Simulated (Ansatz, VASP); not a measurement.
# Two plane-wave programs on WS2

```
W S
1.0
     1.54677    0.89303    6.03752
    -1.54677    0.89303    6.03752
     0.00000   -1.78605    6.03752
W S
1 2
Direct
  0.00000 0.00000 0.00000
  0.58100 0.58100 0.58100
  0.75030 0.75030 0.75030
```

Alike in both runs: task single point; functional PBEsol; k mesh 7 × 7 × 7; occupations tetrahedron; non-collinear spin, spin-orbit coupling.

|  | VASP | Ansatz |
| --- | --- | --- |
| version | VASP 6.6.1 | Ansatz 0.2.0 |
| potentials or method | VASP PAW PBE potentials, release 64 (W_sv, S) | Ansatz PAW |
| plane-wave cutoff (eV) | 520 | 420 |
| valence electrons in the cell | 26 | 26 |

VASP gave:

```
pressure (GPa)                                                : 11.6
traceless stress, the component that is largest in VASP (GPa) : 1.38
rms of the force components (eV/Å)                            : 0.620
net moment per atom (μB)                                      : 0.00
```

Problem. What did Ansatz give for the same quantities?

Solution. Pressure (GPa): 11.1; traceless stress, the component that is largest in VASP (GPa): 1.43; rms of the force components (eV/Å): 0.598; net moment per atom (μB): 0.00.

VASP's potentials were made for PBE, not for PBEsol. Atom by atom the forces differ by 0.025 eV/Å (rms over components). The functional is the same, so the differences come from potentials, cutoffs and numerics.

Noted on Ansatz's run: odd divisions of the mesh miss points on the zone boundary, where band edges often lie, so the gap on the mesh can be too wide.
